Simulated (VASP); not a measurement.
# PbS (P-6m2) in VASP: notebook, part 2 of 2

VASP 6.6.1. Earlier steps stand in the parts before.

### Step 3. Relaxation of cell and atoms, LDA

This run uses another cell than the first one, of 27.44 Å³/atom.

Contents of INCAR:

```
  PREC = Accurate
  ENCUT = 600
  EDIFF = 1E-7
  ISMEAR = -1
  SIGMA = 0.05
  LREAL = F
  LASPH = T
  NELM = 60
  ALGO = Normal
  ISIF = 3
  LWAVE = F
  LCHARG = F
  IBRION = 2
  NSW = 80
  EDIFFG = -0.01
```

Contents of KPOINTS:

```
Automatic mesh
0
Gamma
  6 6 6
```

Contents of POSCAR:

```
PbS
1.0
    4.0897000000      0.0000000000      0.0000000000
   -2.0448500000      3.5417800000      0.0000000000
    0.0000000000      0.0000000000      3.7881700000
Pb S
1 1
Direct
    0.0000000000      0.0000000000      0.0000000000
    0.6666666667      0.3333333333      0.5000000000
```

Potentials or basis: VASP PAW LDA potentials, release 64 (Pb_d, S).

On the command line:

```sh
$ cat potpaw_LDA.64/Pb_d/POTCAR potpaw_LDA.64/S/POTCAR > POTCAR
$ mpirun -np 1 vasp_std > vasp.out
```

OUTCAR:

```text
PREC = Accurate
   ENCUT = 600
   EDIFF = 1E-7
   ISMEAR = -1
   LREAL = F
   LASPH = T
   NELM = 60
   ISIF = 3
   IBRION = 2
   NSW = 80
   EDIFFG = -0.01

 ion  position               nearest neighbor table
   1  0.000  0.000  0.000-   2 3.03   2 3.03   2 3.03   2 3.03   2 3.03   2 3.03
   2  0.667  0.333  0.500-   1 3.03   1 3.03   1 3.03   1 3.03   1 3.03   1 3.03

  LATTYP: Found a hexagonal cell.
 ALAT       =     4.0897000000
 C/A-ratio  =     0.9262708756

  Lattice vectors:

 A1 = (   4.0897000000,   0.0000000000,   0.0000000000)
 A2 = (  -2.0448500000,   3.5417800000,   0.0000000000)
 A3 = (   0.0000000000,   0.0000000000,   3.7881700000)

Analysis of symmetry for initial positions (statically):
=====================================================================
 Subroutine PRICEL returns:
 Original cell was already a primitive cell.

 Routine SETGRP: Setting up the symmetry group for a
 hexagonal supercell.

 Subroutine GETGRP returns: Found 12 space group operations
 (whereof 12 operations were pure point group operations)
 out of a pool of 24 trial point group operations.

The static configuration has the point symmetry D_3h.

Analysis of symmetry for dynamics (positions and initial velocities):
=====================================================================
 Subroutine PRICEL returns:
 Original cell was already a primitive cell.

 Routine SETGRP: Setting up the symmetry group for a
 hexagonal supercell.

 Subroutine GETGRP returns: Found 12 space group operations
 (whereof 12 operations were pure point group operations)
 out of a pool of 24 trial point group operations.

The dynamic configuration has the point symmetry D_3h.

 Subroutine INISYM returns: Found 12 space group operations
 (whereof 12 operations are pure point group operations),
 and found     1 'primitive' translations

----------------------------------------------------------------------------------------

                                     Primitive cell

  volume of cell :      54.8710

  direct lattice vectors                    reciprocal lattice vectors
     4.089700000  0.000000000  0.000000000     0.244516713  0.141171953  0.000000000
    -2.044850000  3.541780000  0.000000000     0.000000000  0.282343906  0.000000000
     0.000000000  0.000000000  3.788170000     0.000000000  0.000000000  0.263979705

  length of vectors
     4.089700000  4.089696455  3.788170000     0.282343661  0.282343906  0.263979705

  position of ions in fractional coordinates (direct lattice)
     0.000000000  0.000000000  0.000000000
     0.666666667  0.333333333  0.500000000

  ion indices of the primitive-cell ions
   primitive index   ion index
                 1           1
                 2           2

----------------------------------------------------------------------------------------

 KPOINTS: Automatic mesh

Automatic generation of k-mesh.
 Grid dimensions read from file:
 generate k-points for:    6    6    6

 Generating k-lattice:

  Cartesian coordinates                     Fractional coordinates (reciprocal lattice)
     0.040752785  0.023528659  0.000000000     0.166666667 -0.000000000  0.000000000
     0.000000000  0.047057318  0.000000000     0.000000000  0.166666667  0.000000000
     0.000000000  0.000000000  0.043996618     0.000000000  0.000000000  0.166666667

  Length of vectors
     0.047057277  0.047057318  0.043996618

  Shift w.r.t. Gamma in fractional coordinates (k-lattice)
     0.000000000  0.000000000  0.000000000

 Subroutine IBZKPT returns following result:
 ===========================================

 Found     28 irreducible k-points:

 Following reciprocal coordinates:
            Coordinates               Weight
  0.000000  0.000000  0.000000      1.000000
  0.166667  0.000000  0.000000      6.000000
  0.333333  0.000000  0.000000      6.000000
  0.500000 -0.000000  0.000000      3.000000
  0.166667  0.166667  0.000000      6.000000
  0.333333  0.166667  0.000000     12.000000
[... 16 lines left out ...]
  0.166667  0.000000  0.500000      6.000000
  0.333333  0.000000  0.500000      6.000000
 [... further k-points ...]
   k-points           NKPTS =     28   k-points in BZ     NKDIM =     28   number of bands    NBANDS=     14
   number of dos      NEDOS =    301   number of ions     NIONS =      2
   total plane-waves  NPLWV =  38880
   dimension x,y,z NGX =    36 NGY =   36 NGZ =   30
   dimension x,y,z NGXF=    72 NGYF=   72 NGZF=   60
   ions per type =               1   1
   NGX,Y,Z   is equivalent  to a cutoff of  14.63, 14.63, 13.17 a.u.
   NGXF,Y,Z  is equivalent  to a cutoff of  29.27, 29.27, 26.33 a.u.
 SYSTEM =  unknown system
   PREC   = accura    normal or accurate (medium, high low for compatibility)
   ISTART =      0    job   : 0-new  1-cont  2-samecut
   ICHARG =      2    charge: 1-file 2-atom 10-const
   ISPIN  =      1    spin polarized calculation?
   LNONCOLLINEAR =      F non collinear calculations
   LSORBIT =      F    spin-orbit coupling
   LASPH  =      T    aspherical Exc in radial PAW
   ENCUT  =  600.0 eV  44.10 Ry    6.64 a.u.   8.17  8.17  7.57*2*pi/ulx,y,z
   NELM   =     60;   NELMIN=  2; NELMDL= -5     # of ELM steps
   EDIFF  = 0.1E-06   stopping-criterion for ELM
   LREAL  =      F    real-space projection
   EDIFFG = -.1E-01   stopping-criterion for IOM
   NSW    =     80    number of steps for IOM
   IBRION =      2    ionic relax: 0-MD 1-quasi-New 2-CG
   NFREE  =      1    steps in history (QN), initial steepest desc. (CG)
   ISIF   =      3    stress and relaxation
   ISYM   =      2    0-nonsym 1-usesym 2-fastsym
   POTIM  = 0.5000    time-step for ionic-motion
   TEBEG  =    0.0;   TEEND  =   0.0 temperature during run
   PSTRESS=    0.0 pullay stress
   NELECT =      20.0000    total number of electrons
   NUPDOWN=      -1.0000    fix difference up-down
   EMIN   =  10.00;   EMAX   =-10.00  energy-range for DOS
   EFERMI =   0.00;   METHOD = LEGACY
   ISMEAR =    -1;   SIGMA  =   0.05  broadening in eV -4-tet -1-fermi 0-gaus
   EFERMI_NEDOS =   21; number of points for ismear=-14 and -15
   IALGO  =     38    algorithm
   IMIX   =      4    mixing-type and parameters
     AMIX     =   0.40;   BMIX     =  1.00
     AMIX_MAG =   1.60;   BMIX_MAG =  1.00
  volume/ion in A,a.u.               =      27.44       185.14
  Fermi-wavevector in a.u.,A,eV,Ry     =   1.169420  2.209884 18.606567  1.367544
  Thomas-Fermi vector in A             =   2.305893
   LORBIT       =      0    0 simple, 1 ext, 2 COOP (PROOUT), +10 PAW based schemes
   GGA     = CA    functional components
   LHFCALC =     F    Hartree Fock is set to
   AEXX    =    0.0000 exact exchange contribution
   IVDW    =     0    specifies the selected vdW correction
   LEPSILON=     F    determine dielectric tensor
   LRPA    =     F    only Hartree local field effects (RPA)
 conjugate gradient relaxation of ions
 non-spin polarized calculation
  energy-cutoff  :      600.00
  volume of cell :       54.87
 maximum number of plane-waves:      1864
 NGX is ok and might be reduce to    36
   NGX = 17   NGY = 17   NGZ = 15

--------------------------------------- Ionic step        1  -------------------------------------------

 number of electron      20.0000001 magnetization

 Free energy of the ion-electron system (eV)
  ---------------------------------------------------
  ext. energy  EPLUGINS =         0.00000000
  ---------------------------------------------------
  free energy    TOTEN  =        -9.68797664 eV

  energy without entropy =       -9.68722994  energy(sigma->0) =       -9.68760329

 E-fermi :   5.0036     XC(G=0):  -9.7913

 val. band max:        4.9724263804   @ k =   0.0000   0.0000   0.5000
 cond. band min:       5.0819939667   @ k =   0.3333   0.3333   0.0000
 fundamental gap:      0.1095675863
 Fermi energy:         5.0035684156

 k-point     1 :       0.0000    0.0000    0.0000
  band No.  band energies     occupation
      1     -11.8889      2.00000
      2     -11.8625      2.00000
      3     -11.8625      2.00000
      4     -11.7674      2.00000
      5     -11.7674      2.00000
      6      -8.1787      2.00000
      7      -1.5421      2.00000
      8       2.7843      2.00000
      9       3.2793      2.00000
     10       3.2793      2.00000
     11       8.3021      0.00000
     12       8.3021      0.00000
     13      10.1287      0.00000
     14      11.3182      0.00000
[... 532 lines left out ...]
  energy  without entropy=       -9.7539739310  energy(sigma->0) =       -9.75481723

--------------------------------------- Ionic step        5  -------------------------------------------

 number of electron      20.0000001 magnetization

 Free energy of the ion-electron system (eV)
  ---------------------------------------------------
  ext. energy  EPLUGINS =         0.00000000
  ---------------------------------------------------
  free energy    TOTEN  =        -9.75665445 eV

  energy without entropy =       -9.75498282  energy(sigma->0) =       -9.75581863

 E-fermi :   6.0884     XC(G=0): -10.2077

 val. band max:        5.5275277488   @ k =   0.1667   0.1667   0.1667
 cond. band min:       6.2116256317   @ k =   0.3333   0.1667   0.5000
 fundamental gap:      0.6840978829
 Fermi energy:         6.0883606189

 k-point     1 :       0.0000    0.0000    0.0000
  band No.  band energies     occupation
      1     -10.9047      2.00000
      2     -10.8708      2.00000
      3     -10.8708      2.00000
      4     -10.7511      2.00000
      5     -10.7510      2.00000
      6      -7.7906      2.00000
      7      -0.2865      2.00000
      8       3.3374      2.00000
      9       4.1627      2.00000
     10       4.1627      2.00000
     11       9.5423      0.00000
     12       9.5423      0.00000
     13      10.9122      0.00000
     14      12.8698      0.00000
[... 420 lines left out ...]
  FREE ENERGIE OF THE ION-ELECTRON SYSTEM (eV)
  ---------------------------------------------------
  free  energy   TOTEN  =        -9.7566544492 eV

  energy  without entropy=       -9.7549828160  energy(sigma->0) =       -9.75581863

 reached required accuracy - stopping structural energy minimisation
```

OSZICAR:

```text
N       E                     dE             d eps       ncg     rms          rms(c)
DAV:   1     0.164934845722E+03    0.16493E+03   -0.10913E+04   784   0.163E+03
DAV:   2     0.469376321204E+01   -0.16024E+03   -0.15601E+03   808   0.371E+02
DAV:   3    -0.988296745119E+01   -0.14577E+02   -0.14228E+02  1078   0.112E+02
DAV:   4    -0.102475007617E+02   -0.36453E+00   -0.36414E+00   816   0.207E+01
[... 43 lines left out ...]
DAV:   3    -0.975672525439E+01    0.38597E-02   -0.79006E-03  1134   0.136E+00    0.761E-02
DAV:   4    -0.975666659733E+01    0.58657E-04   -0.58548E-04   982   0.328E-01    0.232E-02
DAV:   5    -0.975665448969E+01    0.12108E-04   -0.35088E-05  1026   0.823E-02    0.642E-03
DAV:   6    -0.975665446889E+01    0.20807E-07   -0.44683E-06   958   0.276E-02    0.222E-03
DAV:   7    -0.975665444919E+01    0.19695E-07   -0.20176E-07   652   0.792E-03
   5 F= -.97566544E+01 E0= -.97558186E+01  d E =-.384209E-02
```

Wall time 52 s (1 thread of Intel Xeon Platinum 8488C (Sapphire Rapids), shared host); peak memory 0.19 GiB.

What came out:

```
Free energy                           : -9.7567 eV
Relaxed volume                        : 25.08 Å³/atom
Relaxed cell                          : a = 3.942 Å, b = 3.942 Å, c = 3.727 Å, α = 90.00°, β = 90.00°, γ = 120.00°
Space group after relaxing (to 0.1 Å) : P-6m2 (No. 187)
Energy gained by relaxing             : 34.3 meV/atom
Ionic steps                           : 5
Pressure after relaxing               : 0.0 GPa
Band gap on the k mesh                : zero (bands 10 and 11 overlap by 1.13 eV)
```

The path:
```csv
step,energy change (eV),largest force (eV/Å),pressure (GPa),volume (Å³)
1,0.0000,0.0000,-4.43,54.87
2,-0.0565,0.0000,1.90,49.06
3,-0.0648,0.0000,-0.05,50.50
4,-0.0677,0.0000,-0.03,50.34
5,-0.0687,0.0000,-0.01,50.16
```

Final structure:
```cif
data_structure
_symmetry_space_group_name_H-M 'P 1'
_symmetry_Int_Tables_number 1
_cell_length_a 3.9418
_cell_length_b 3.9418
_cell_length_c 3.7275
_cell_angle_alpha 90.000
_cell_angle_beta 90.000
_cell_angle_gamma 120.000
_cell_volume 50.16
loop_
_atom_site_label
_atom_site_type_symbol
_atom_site_fract_x
_atom_site_fract_y
_atom_site_fract_z
_atom_site_occupancy
Pb1 Pb 0.00000 0.00000 0.00000 1
S1 S 0.66667 0.33333 0.50000 1
```

Levels at points of the mesh, in eV from the Fermi level:
```csv
k point,band 8,band 9,band 10,band 11,band 12,band 13
"(0.00, 0.00, 0.00)",-2.75,-1.93,-1.93,3.45,3.45,4.82
"(0.50, 0.00, 0.00)",-3.11,-2.06,-1.56,1.76,3.69,5.03
"(0.00, 0.00, 0.50)",-1.32,-1.32,0.20,0.88,3.98,3.98
"(0.50, 0.00, 0.50)",-4.73,-4.67,-1.69,1.92,2.65,2.65
```

Caveat: spin-orbit coupling is left out, which moves the levels of the heavy elements.
